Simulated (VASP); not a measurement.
A run of VASP 6.6.1:

Contents of INCAR:

```
SYSTEM = NiO
PREC = Accurate
ENCUT = 600
EDIFF = 1E-6
ISMEAR = 0
SIGMA = 0.1
LREAL = .False.
LASPH = .True.
NELM = 200
ALGO = Normal
ISIF = 2
LWAVE = .False.
LCHARG = .False.
ISPIN = 2
MAGMOM = 2 1
LORBIT = 11
LMAXMIX = 4
GGA = PE
NBANDS = 19
GGA_COMPAT = .False.
```

Contents of KPOINTS:

```
regular mesh
0
Gamma
  8 8 8
  0 0 0
```

POSCAR

```
NiO
1.0
    0.0000000000      2.0931687400      2.0931687400
    2.0931687400      0.0000000000      2.0931687400
    2.0931687400      2.0931687400      0.0000000000
Ni O
1 1
Direct
    0.0000000000      0.0000000000      0.0000000000
    0.5000000000      0.5000000000      0.5000000000
```

Potentials or basis: VASP PAW PBE potentials, release 64 (Ni, O).

The run is started by

```console
$ cat potpaw_PBE.64/Ni/POTCAR potpaw_PBE.64/O/POTCAR > POTCAR
$ mpirun -np 1 vasp_std > vasp.out
```

Hardware: 1 thread of Intel Xeon 8259CL, with other jobs on the host.

Problem. How long does it take, and how much memory?

Solution. It took 42 s on 1 thread of Intel Xeon 8259CL, on a shared host, peak memory 0.16 GiB. Counts: scf iterations 16, k points 29.
